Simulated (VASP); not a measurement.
Crystal: HfSiO4.

```
Hf Si O
1.0
    -3.28625    3.28625    2.98160
     3.28625   -3.28625    2.98160
     3.28625    3.28625   -2.98160
Hf Si O
2 2 8
Direct
  0.00000 0.00000 0.00000
  0.75000 0.25000 0.50000
  0.50000 0.50000 0.00000
  0.25000 0.75000 0.50000
  0.68020 0.49570 0.81550
  0.24570 0.93020 0.31550
  0.68020 0.86470 0.18450
  0.61470 0.93020 0.68450
  0.06980 0.38530 0.31550
  0.50430 0.31980 0.18450
  0.06980 0.75430 0.68450
  0.13530 0.31980 0.81550
```

Program: VASP 6.6.1. Alike in all runs: task single point; potentials or basis VASP PAW PBE potentials, release 64 (Hf_pv, Si, O); no spin polarisation; cell as given; cutoff (eV) 520; smearing fermi-dirac 0.05 eV.

**Question.** Order these runs on this cell by their band gap on the k mesh, lowest first.
A. level PBEsol; k mesh 5 × 5 × 5
B. level RPBE; k mesh 6 × 6 × 6
C. level r2SCAN; k mesh 5 × 5 × 5

**Answer.** A (5.31 eV), B (5.48 eV), C (5.97 eV).

Caveats: spin-orbit coupling is left out, which moves the levels of the heavy elements; an odd mesh through Γ misses points on the zone boundary, where band edges can lie (at least some runs).

A k mesh can miss the band edges, odd and even meshes differently.
